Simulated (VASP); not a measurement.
A run of VASP 6.6.1 is set up as follows.

Contents of INCAR:

```
SYSTEM = Na2TeO2
  PREC = Accurate
  ENCUT = 520
  EDIFF = 1E-6
  ISMEAR = -1
  SIGMA = 0.1
  LREAL = .FALSE.
  LASPH = .TRUE.
  NELM = 80
  ALGO = Normal
  ISIF = 2
  LWAVE = .FALSE.
  LCHARG = .FALSE.
  GGA = PS
  NBANDS = 24
```

File KPOINTS:

```
Automatic mesh
0
G
  8 8 4
  0 0 0
```

Contents of POSCAR:

```
Na2TeO2
1.0
    3.8467045099      0.0000000000      0.0000000000
   -1.9233522549      3.3313438264      0.0000000000
    0.0000000000      0.0000000000      6.7463620000
O Te Na
2 1 2
Direct
    0.3333333333      0.6666666667      0.8531988678
    0.6666666667      0.3333333333      0.1468011322
    0.0000000000      0.0000000000      0.0000000000
    0.3333333333      0.6666666667      0.3060222532
    0.6666666667      0.3333333333      0.6939777468
```

Potentials or basis: VASP PAW PBE potentials, release 64 (O, Te, Na_pv).

Launch:

```console
$ cat potpaw_PBE.64/O/POTCAR potpaw_PBE.64/Te/POTCAR potpaw_PBE.64/Na_pv/POTCAR > POTCAR
$ mpirun -np 1 vasp_std > vasp.out
```

(1) What does it give for the largest force?

(2) Estimate the pressure.

Results:

(1) 0.016 eV/Å.

(2) 0.3 GPa.

Caveat: the PAW data sets were made with another functional, which shifts forces and pressure a little.
